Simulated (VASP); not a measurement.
Set up this calculation in VASP 6.6.1, as the native input.

| Item | Value |
| --- | --- |
| Task | single point |
| Functional | LDA |
| Potentials or basis | VASP PAW LDA potentials, release 64 (V_sv, Ru_pv) |
| Cutoff | 520 eV |
| k mesh | 10 × 10 × 10 |
| Occupations | fermi-dirac, width 0.05 eV |
| Spin | collinear spin, zero start |
| Starting moments | [0.0, 0.0] μB |
| Fixed moment | 0 μB |
| Dipole correction | no |
| Further INCAR settings | ALGO = Normal; EDIFF = 1e-06; NBANDS = 24 |

The structure of VRu lies in POSCAR:

```
VRu
1.0
    2.9900000000      0.0000000000      0.0000000000
    0.0000000000      2.9900000000      0.0000000000
    0.0000000000      0.0000000000      2.9900000000
V Ru
1 1
Direct
    0.5000000000      0.5000000000      0.5000000000
    0.0000000000      0.0000000000      0.0000000000
```

The input as run:

INCAR

```
  ALGO = Normal
  EDIFF = 1E-6
  ENCUT = 520
  GGA = CA
  ISIF = 2
  ISMEAR = -1
  ISPIN = 2
  LASPH = True
  LCHARG = False
  LMAXMIX = 4
  LORBIT = 11
  LREAL = False
  LWAVE = False
  MAGMOM = 0 0
  NBANDS = 24
  NELM = 150
  NUPDOWN = 0.0
  PREC = Accurate
  SIGMA = 0.05
```

KPOINTS

```
k-points
0
Gamma
  10 10 10
```

Potentials or basis: VASP PAW LDA potentials, release 64 (V_sv, Ru_pv).

Launch:

```bash
$ cat potpaw_LDA.64/V_sv/POTCAR potpaw_LDA.64/Ru_pv/POTCAR > POTCAR
$ mpirun -np 1 vasp_std > vasp.out
```

Results of the run:

| Item | Value |
| --- | --- |
| Pressure | -10.5 GPa |
| Net moment | 0.00 μB per cell |
| Valence electrons inside the program's atomic spheres | V 11.63; Ru 12.73 |

Caveat: the total moment is fixed, so each spin has its own Fermi level.

It took 59 s on 1 thread of Intel Xeon 8259CL (shared host), peak memory 0.17 GiB.
